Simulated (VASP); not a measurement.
# Be (P6_3/mmc) in VASP: a series of runs

Be is run at these levels: PBE; tasks: single point.

All numbers are computed with VASP 6.6.1; they aren't measurements. Logs are shortened: lines on timing, memory, paths and dates and some standing lists are left out, and cuts for length are marked.

### 1 The cell of the first run

It takes space group P6_3/mmc (No. 194, hexagonal). Conventional cell: a = 2.265 Å, b = 2.265 Å, c = 3.562 Å, α = 90.00°, β = 90.00°, γ = 120.00°. Be (site symmetry -6m2) has 12 Be at 2.21 to 2.26 Å within 2.9 Å.

### 2 Single point, PBE

Input file INCAR:

```
SYSTEM = Be
  PREC = Accurate
  ENCUT = 520
  EDIFF = 1E-6
  ISMEAR = 0
  SIGMA = 0.1
  LREAL = .False.
  LASPH = .True.
  NELM = 80
  ALGO = Fast
  ISIF = 2
  LWAVE = .False.
  LCHARG = .False.
  GGA = PE
  NBANDS = 9
```

Input file KPOINTS:

```
Automatic mesh
0
Gamma
  30 30 16
  0 0 0
```

Input file POSCAR:

```
Be
1.0
    2.2646327688      0.0000000000      0.0000000000
   -1.1323163844      1.9612295081      0.0000000000
    0.0000000000      0.0000000000      3.5616225345
Be
2
Direct
    0.3333333333      0.6666666667      0.2500000000
    0.6666666667      0.3333333333      0.7500000000
```

Potentials or basis: VASP PAW PBE potentials, release 64 (Be).

Started as:

```bash
$ cat potpaw_PBE.64/Be/POTCAR > POTCAR
$ mpirun -np 1 vasp_std > vasp.out
```

OUTCAR:

```text
SYSTEM = Be
   PREC = Accurate
   ENCUT = 520
   EDIFF = 1E-6
   ISMEAR = 0
   LREAL = .False.
   LASPH = .True.
   NELM = 80
   ISIF = 2
   GGA = PE

 ion  position               nearest neighbor table
   1  0.333  0.667  0.250-   2 2.21   2 2.21   2 2.21   2 2.21   2 2.21   2 2.21
   2  0.667  0.333  0.750-   1 2.21   1 2.21   1 2.21   1 2.21   1 2.21   1 2.21

  LATTYP: Found a hexagonal cell.
 ALAT       =     2.2646327688
 C/A-ratio  =     1.5727152691

  Lattice vectors:

 A1 = (   2.2646327688,   0.0000000000,   0.0000000000)
 A2 = (  -1.1323163844,   1.9612295081,   0.0000000000)
 A3 = (   0.0000000000,   0.0000000000,   3.5616225345)

Analysis of symmetry for initial positions (statically):
=====================================================================
 Subroutine PRICEL returns:
 Original cell was already a primitive cell.

 Routine SETGRP: Setting up the symmetry group for a
 hexagonal supercell.

 Subroutine GETGRP returns: Found 24 space group operations
 (whereof 12 operations were pure point group operations)
 out of a pool of 24 trial point group operations.

The static configuration has the point symmetry D_3d.
 The point group associated with its full space group is D_6h.

Analysis of symmetry for dynamics (positions and initial velocities):
=====================================================================
 Subroutine PRICEL returns:
 Original cell was already a primitive cell.

 Routine SETGRP: Setting up the symmetry group for a
 hexagonal supercell.

 Subroutine GETGRP returns: Found 24 space group operations
 (whereof 12 operations were pure point group operations)
 out of a pool of 24 trial point group operations.

The dynamic configuration has the point symmetry D_3d.
 The point group associated with its full space group is D_6h.

 Subroutine INISYM returns: Found 24 space group operations
 (whereof 12 operations are pure point group operations),
 and found     1 'primitive' translations

----------------------------------------------------------------------------------------

                                     Primitive cell

  volume of cell :      15.8188

  direct lattice vectors                    reciprocal lattice vectors
     2.264632769  0.000000000  0.000000000     0.441572697  0.254942116  0.000000000
    -1.132316384  1.961229508  0.000000000     0.000000000  0.509884231  0.000000000
     0.000000000  0.000000000  3.561622535     0.000000000  0.000000000  0.280770910

  length of vectors
     2.264632769  2.264632769  3.561622535     0.509884231  0.509884231  0.280770910

  position of ions in fractional coordinates (direct lattice)
[... 82 lines left out ...]
   NSW    =      0    number of steps for IOM
   IBRION =     -1    ionic relax: 0-MD 1-quasi-New 2-CG
   NFREE  =      0    steps in history (QN), initial steepest desc. (CG)
   ISIF   =      2    stress and relaxation
   ISYM   =      2    0-nonsym 1-usesym 2-fastsym
   POTIM  = 0.5000    time-step for ionic-motion
   TEBEG  =    0.0;   TEEND  =   0.0 temperature during run
   PSTRESS=    0.0 pullay stress
   NELECT =       4.0000    total number of electrons
   NUPDOWN=      -1.0000    fix difference up-down
   EMIN   =  10.00;   EMAX   =-10.00  energy-range for DOS
   EFERMI =   0.00;   METHOD = LEGACY
   ISMEAR =     0;   SIGMA  =   0.10  broadening in eV -4-tet -1-fermi 0-gaus
   EFERMI_NEDOS =   21; number of points for ismear=-14 and -15
   IALGO  =     68    algorithm
   IMIX   =      4    mixing-type and parameters
     AMIX     =   0.40;   BMIX     =  1.00
     AMIX_MAG =   1.60;   BMIX_MAG =  1.00
  volume/ion in A,a.u.               =       7.91        53.38
  Fermi-wavevector in a.u.,A,eV,Ry     =   1.035230  1.956301 14.581376  1.071701
  Thomas-Fermi vector in A             =   2.169563
   LORBIT       =      0    0 simple, 1 ext, 2 COOP (PROOUT), +10 PAW based schemes
   GGA     = PE    functional components
   LHFCALC =     F    Hartree Fock is set to
   AEXX    =    0.0000 exact exchange contribution
   IVDW    =     0    specifies the selected vdW correction
   LEPSILON=     F    determine dielectric tensor
   LRPA    =     F    only Hartree local field effects (RPA)
 non-spin polarized calculation
 RMM-DIIS sequential band-by-band and
 Gauss-broadening in eV      SIGMA  =   0.10
  energy-cutoff  :      520.00
  volume of cell :       15.82
 maximum number of plane-waves:       446
 NGX is ok and might be reduce to    18
   NGX =  9   NGY =  9   NGZ = 13

 number of electron       4.0000000 magnetization

 Free energy of the ion-electron system (eV)
  ---------------------------------------------------
  ext. energy  EPLUGINS =         0.00000000
  ---------------------------------------------------
  free energy    TOTEN  =        -7.53572646 eV

  energy without entropy =       -7.53533063  energy(sigma->0) =       -7.53552855

 E-fermi :   7.0089     XC(G=0): -10.6042

 val. band max:        6.9875390673   @ k =   0.2667   0.1667   0.0625
 cond. band min:       7.0528613127   @ k =   0.2000   0.2000   0.0000
 fundamental gap:      0.0653222454
 Fermi energy:         7.0089313450

 k-point     1 :       0.0000    0.0000    0.0000
  band No.  band energies     occupation
      1      -4.3274      2.00000
      2       2.5933      2.00000
      3       8.1532      0.00000
      4      22.9881      0.00000
      5      22.9881      0.00000
      6      25.8411      0.00000
      7      25.8411      0.00000
      8      27.9646      0.00000
      9      34.1058      0.00000
[... 265 lines left out ...]
 k-point    24 :       0.2667    0.0333    0.0000
  band No.  band energies     occupation
      1      -1.9948      2.00000
      2       5.6220      2.00000
      3       8.1813      0.00000
      4      14.1381      0.00000
      5      17.8161      0.00000
      6      21.4642      0.00000
      7      22.4589      0.00000
      8      25.1207      0.00000
      9      26.9489      0.00000

 [... further k-points ...]
[... 5 lines left out ...]
  --------------------------------------------------------------------------------------
  -------------------------------------------------------------------------------------
  Total        0.0132040      0.0132040      0.0171143      0.0000000      0.0000000      0.0000000
  in kB        1.3373424      1.3373424      1.7333882      0.0000000      0.0000000      0.0000000
  external PRESSURE =       1.4693577 kB  Pullay stress =       0.0000000 kB

 VOLUME and BASIS-vectors are now :
 -----------------------------------------------------------------------------
  energy-cutoff  :      520.00
  volume of cell :       15.82
      direct lattice vectors                 reciprocal lattice vectors
     2.264632769  0.000000000  0.000000000     0.441572697  0.254942116  0.000000000
    -1.132316384  1.961229508  0.000000000     0.000000000  0.509884231  0.000000000
     0.000000000  0.000000000  3.561622535     0.000000000  0.000000000  0.280770910

 POSITION                                       TOTAL-FORCE (eV/Angst)
 -----------------------------------------------------------------------------------
     -0.00000      1.30749      0.89041         0.000000      0.000000      0.000000
      1.13232      0.65374      2.67122        -0.000000     -0.000000      0.000000
 -----------------------------------------------------------------------------------
    total drift:                                0.000000     -0.000000      0.000000

  FREE ENERGIE OF THE ION-ELECTRON SYSTEM (eV)
  ---------------------------------------------------
  free  energy   TOTEN  =        -7.5357264646 eV

  energy  without entropy=       -7.5353306302  energy(sigma->0) =       -7.53552855
```

OSZICAR:

```text
N       E                     dE             d eps       ncg     rms          rms(c)
DAV:   1    -0.286882590469E+01   -0.28688E+01   -0.17719E+03 14966   0.365E+02
DAV:   2    -0.754408896646E+01   -0.46753E+01   -0.45656E+01 22155   0.538E+01
DAV:   3    -0.760012505052E+01   -0.56036E-01   -0.55863E-01 16793   0.387E+00
DAV:   4    -0.760021526735E+01   -0.90217E-04   -0.90212E-04 18339   0.157E-01
DAV:   5    -0.760021531413E+01   -0.46779E-07   -0.47408E-07 16454   0.341E-03    0.121E+00
RMM:   6    -0.755411101656E+01    0.46104E-01   -0.51875E-03 15012   0.762E-01    0.747E-01
RMM:   7    -0.753572440480E+01    0.18387E-01   -0.64937E-03 15339   0.762E-01    0.262E-02
RMM:   8    -0.753572596186E+01   -0.15571E-05   -0.35757E-04 16546   0.176E-01    0.107E-02
RMM:   9    -0.753572953080E+01   -0.35689E-05   -0.13651E-05 17448   0.242E-02    0.315E-03
RMM:  10    -0.753572715142E+01    0.23794E-05   -0.93863E-07 15947   0.681E-03    0.175E-03
RMM:  11    -0.753572646460E+01    0.68682E-06   -0.62956E-08 14264   0.214E-03
   1 F= -.75357265E+01 E0= -.75355285E+01  d E =-.395834E-03
```

stdout:

```text
POSCAR found type information on POSCAR Be
 POSCAR found :  1 types and       2 ions
 scaLAPACK will be used
 LDA part: xc-table for (Slater+PW92), standard interpolation
 POSCAR, INCAR and KPOINTS ok, starting setup
 FFT: planning ... GRIDC
 FFT: planning ... GRID_SOFT
 FFT: planning ... GRID
 WAVECAR not read
 entering main loop
```

It took 78 s on 1 thread of Intel Xeon Platinum 8259CL at 2.50GHz (Skylake/Cascade Lake), shared host; peak memory 0.2 GiB.

Results:

```
Free energy            : -7.5357 eV
Pressure               : 0.1 GPa
Band gap on the k mesh : zero (band 2 reaches 8.08 eV, above the bottom of band 3 at 5.92 eV)
```

Levels at points of the mesh, in eV from the Fermi level:
| k point | band 1 | band 2 | band 3 | band 4 | band 5 | band 6 |
| --- | --- | --- | --- | --- | --- | --- |
| (0.00, 0.00, 0.00) | -11.34 | -4.42 | 1.14 | 15.98 | 15.98 | 18.83 |
| (0.50, 0.00, 0.00) | -5.00 | -3.13 | 3.65 | 6.51 | 6.78 | 9.40 |
| (0.00, 0.00, 0.50) | -9.17 | -9.17 | 10.76 | 10.76 | 17.63 | 17.63 |
| (0.50, 0.00, 0.50) | -3.61 | -3.61 | 1.58 | 1.58 | 12.02 | 12.02 |

[end of part 1 of 2]
